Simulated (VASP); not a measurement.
# AlN (Fm-3m) in VASP: a series of runs, part 3 of 3

VASP 6.6.1.

## (4) Single point, PBE

This run uses another cell than the first one, of 8.64 Å³/atom, 1.051 times its volume.

INCAR

```
SYSTEM = AlN
ALGO     = Normal         ! electronic algorithm
EDIFF    = 1E-6           ! SCF threshold, eV
ENCUT    = 520            ! plane-wave cutoff, eV
GGA      = PE             ! functional
ISIF     = 2              ! what is computed and relaxed
ISMEAR   = 0              ! smearing method
LASPH    = .True.         ! aspherical terms in the spheres
LCHARG   = .False.        ! write CHGCAR
LREAL    = .False.        ! projectors in reciprocal space
LWAVE    = .False.        ! write WAVECAR
NBANDS   = 16             ! bands
NELM     = 60             ! most SCF steps
PREC     = Accurate       ! precision mode
SIGMA    = 0.05           ! smearing width, eV
```

KPOINTS

```
k-points
0
Gamma
  8 8 6
  0 0 0
```

POSCAR

```
AlN
1.0
    0.0000000000     -2.0522097487     -2.0522097487
    0.0000000000      2.0522097487     -2.0522097487
    4.1044194972      0.0000000000      0.0000000000
Al N
2 2
Direct
    0.5000000000      0.5000000000      0.0000000000
    0.0000000000      0.0000000000      0.5000000000
    0.5000000000      0.5000000000      0.5000000000
    0.0000000000      1.0000000000      0.0000000000
```

Potentials or basis: VASP PAW PBE potentials, release 64 (Al, N).

Launch:

```
$ cat potpaw_PBE.64/Al/POTCAR potpaw_PBE.64/N/POTCAR > POTCAR
$ mpirun -np 1 vasp_std > vasp.out
```

OUTCAR:

```text
SYSTEM = AlN
   EDIFF = 1E-6
   ENCUT = 520
   GGA = PE
   ISIF = 2
   ISMEAR = 0
   LASPH = .True.
   LREAL = .False.
   NELM = 60
   PREC = Accurate

 ion  position               nearest neighbor table
   1  0.500  0.500  0.000-   3 2.05   3 2.05   4 2.05   4 2.05   4 2.05   4 2.05   2 2.90   2 2.90
                             2 2.90   2 2.90   2 2.90   2 2.90   2 2.90   2 2.90
   2  0.000  0.000  0.500-   4 2.05   4 2.05   3 2.05   3 2.05   3 2.05   3 2.05   1 2.90   1 2.90
                             1 2.90   1 2.90   1 2.90   1 2.90   1 2.90   1 2.90
   3  0.500  0.500  0.500-   1 2.05   1 2.05   2 2.05   2 2.05   2 2.05   2 2.05
   4  0.000  0.000  0.000-   2 2.05   2 2.05   1 2.05   1 2.05   1 2.05   1 2.05

  LATTYP: Found a simple tetragonal cell.
 ALAT       =     2.9022628594
 C/A-ratio  =     1.4142135623

  Lattice vectors:

 A1 = (   0.0000000000,  -2.0522097487,  -2.0522097487)
 A2 = (   0.0000000000,   2.0522097487,  -2.0522097487)
 A3 = (   4.1044194972,   0.0000000000,   0.0000000000)

Analysis of symmetry for initial positions (statically):
=====================================================================
 Subroutine PRICEL returns following result:

  LATTYP: Found a face centered cubic cell.
 ALAT       =     4.1044194973

  Lattice vectors:

 A1 = (  -2.0522097486,   0.0000000000,   2.0522097487)
 A2 = (  -2.0522097486,  -2.0522097487,   0.0000000000)
 A3 = (  -0.0000000000,  -2.0522097487,   2.0522097487)

   2 primitive cells build up your supercell.

 Routine SETGRP: Setting up the symmetry group for a
 simple tetragonal supercell.

 Subroutine GETGRP returns: Found 16 space group operations
 (whereof 16 operations were pure point group operations)
 out of a pool of 16 trial point group operations.

The static configuration has the point symmetry D_4h.

Analysis of symmetry for dynamics (positions and initial velocities):
=====================================================================
[... 136 lines left out ...]
   EFERMI_NEDOS =   21; number of points for ismear=-14 and -15
   IALGO  =     38    algorithm
   IMIX   =      4    mixing-type and parameters
     AMIX     =   0.40;   BMIX     =  1.00
     AMIX_MAG =   1.60;   BMIX_MAG =  1.00
  volume/ion in A,a.u.               =       8.64        58.33
  Fermi-wavevector in a.u.,A,eV,Ry     =   1.266309  2.392977 21.817471  1.603539
  Thomas-Fermi vector in A             =   2.399517
   LORBIT       =      0    0 simple, 1 ext, 2 COOP (PROOUT), +10 PAW based schemes
   GGA     = PE    functional components
   LHFCALC =     F    Hartree Fock is set to
   AEXX    =    0.0000 exact exchange contribution
   IVDW    =     0    specifies the selected vdW correction
   LEPSILON=     F    determine dielectric tensor
   LRPA    =     F    only Hartree local field effects (RPA)
 non-spin polarized calculation
 Gauss-broadening in eV      SIGMA  =   0.05
  energy-cutoff  :      520.00
  volume of cell :       34.57
 maximum number of plane-waves:       951
 NGX is ok and might be reduce to    24
   NGX = 11   NGY = 11   NGZ = 15

 number of electron      15.9999998 magnetization

 Free energy of the ion-electron system (eV)
  ---------------------------------------------------
  ext. energy  EPLUGINS =         0.00000000
  ---------------------------------------------------
  free energy    TOTEN  =       -29.07469574 eV

  energy without entropy =      -29.07469574  energy(sigma->0) =      -29.07469574

 E-fermi :   9.5991     XC(G=0): -12.0763

 val. band max:        9.3905559395   @ k =   0.0000   0.0000   0.0000
 cond. band min:      13.5700943722   @ k =   0.5000   0.5000   0.0000
 fundamental gap:      4.1795384326
 Fermi energy:         9.5990727386

 k-point     1 :       0.0000    0.0000    0.0000
  band No.  band energies     occupation
      1      -7.7605      2.00000
      2      -3.7583      2.00000
      3       2.3076      2.00000
      4       6.7077      2.00000
      5       6.7077      2.00000
      6       9.3905      2.00000
[... 433 lines left out ...]
      3       2.8753      2.00000
      4       2.8753      2.00000
      5       6.3310      2.00000
      6       6.3310      2.00000
[... 8 lines left out ...]
     15      21.9641      0.00000
     16      21.9641      0.00000

 [... further k-points ...]
[... 5 lines left out ...]
  --------------------------------------------------------------------------------------
  -------------------------------------------------------------------------------------
  Total       -1.3456926     -1.3434167     -1.3434167      0.0000000      0.0000000      0.0000000
  in kB      -62.3636067    -62.2581326    -62.2581326      0.0000000      0.0000000      0.0000000
  external PRESSURE =     -62.2932906 kB  Pullay stress =       0.0000000 kB

 VOLUME and BASIS-vectors are now :
 -----------------------------------------------------------------------------
  energy-cutoff  :      520.00
  volume of cell :       34.57
      direct lattice vectors                 reciprocal lattice vectors
     0.000000000 -2.052209749 -2.052209749     0.000000000 -0.243639813 -0.243639813
     0.000000000  2.052209749 -2.052209749     0.000000000  0.243639813 -0.243639813
     4.104419497  0.000000000  0.000000000     0.243639813  0.000000000  0.000000000

 POSITION                                       TOTAL-FORCE (eV/Angst)
 -----------------------------------------------------------------------------------
      0.00000      0.00000     -2.05221         0.000000     -0.000000     -0.000000
      2.05221      0.00000      0.00000         0.000000     -0.000000     -0.000000
      2.05221      0.00000     -2.05221        -0.000000     -0.000000     -0.000000
      0.00000      0.00000      0.00000         0.000000      0.000000      0.000000
 -----------------------------------------------------------------------------------
    total drift:                               -0.000000      0.000000     -0.000000

  FREE ENERGIE OF THE ION-ELECTRON SYSTEM (eV)
  ---------------------------------------------------
  free  energy   TOTEN  =       -29.0746957393 eV

  energy  without entropy=      -29.0746957393  energy(sigma->0) =      -29.07469574
```

OSZICAR:

```text
N       E                     dE             d eps       ncg     rms          rms(c)
DAV:   1     0.332246500715E+02    0.33225E+02   -0.73490E+03  1920   0.924E+02
DAV:   2    -0.298549048061E+02   -0.63080E+02   -0.57833E+02  2728   0.177E+02
DAV:   3    -0.324787841124E+02   -0.26239E+01   -0.26157E+01  2352   0.366E+01
DAV:   4    -0.324906855913E+02   -0.11901E-01   -0.11901E-01  2344   0.278E+00
DAV:   5    -0.324908002713E+02   -0.11468E-03   -0.11468E-03  2312   0.282E-01    0.105E+01
DAV:   6    -0.290914814865E+02    0.33993E+01   -0.70288E+00  2328   0.198E+01    0.355E+00
DAV:   7    -0.290887278978E+02    0.27536E-02   -0.49959E-01  2000   0.520E+00    0.257E+00
DAV:   8    -0.290779129816E+02    0.10815E-01   -0.43879E-02  2112   0.184E+00    0.578E-01
DAV:   9    -0.290745575388E+02    0.33554E-02   -0.65533E-03  2352   0.658E-01    0.220E-01
DAV:  10    -0.290747937350E+02   -0.23620E-03   -0.13455E-03  2336   0.247E-01    0.134E-01
DAV:  11    -0.290746954233E+02    0.98312E-04   -0.21623E-04  2296   0.111E-01    0.236E-02
DAV:  12    -0.290746957393E+02   -0.31599E-06   -0.96812E-06  2240   0.244E-02
   1 F= -.29074696E+02 E0= -.29074696E+02  d E =-.615929E-11
```

stdout:

```text
POSCAR found type information on POSCAR AlN
 POSCAR found :  2 types and       4 ions
 scaLAPACK will be used
 LDA part: xc-table for (Slater+PW92), standard interpolation
 POSCAR, INCAR and KPOINTS ok, starting setup
 FFT: planning ... GRIDC
 FFT: planning ... GRID_SOFT
 FFT: planning ... GRID
 WAVECAR not read
 entering main loop
```

Wall time 21 s (1 thread of Intel Xeon Platinum 8259CL at 2.50GHz (Skylake/Cascade Lake), shared host); peak memory 0.16 GiB.

Results:

```yaml
Free_energy: -29.0747 eV
Pressure: -6.2 GPa
Band_gap_on_the_k_mesh: 4.18 eV
```

A k mesh can miss the band edges. Expect the measured gap to be larger: semilocal functionals such as PBE lack the derivative discontinuity.

## (5) Summary

| cell | gap on the mesh (eV) | pressure (GPa) |
| --- | --- | --- |
| a = 2.854, b = 2.854, c = 4.037 Å, 4 atoms | 4.65 | 6.3 |
| a = 2.878, b = 2.878, c = 4.071 Å, 4 atoms | 4.41 | -0.3 |
| a = 2.902, b = 2.902, c = 4.104 Å, 4 atoms | 4.18 | -6.2 |

Alike in all rows: task single point; level PBE; potentials or basis VASP PAW PBE potentials, release 64 (Al, N); no spin polarisation; k mesh 8 × 8 × 6; cutoff (eV) 520; smearing gaussian 0.05 eV.

Total energies depend on the potentials used, so only differences within one code and one set of settings carry meaning.
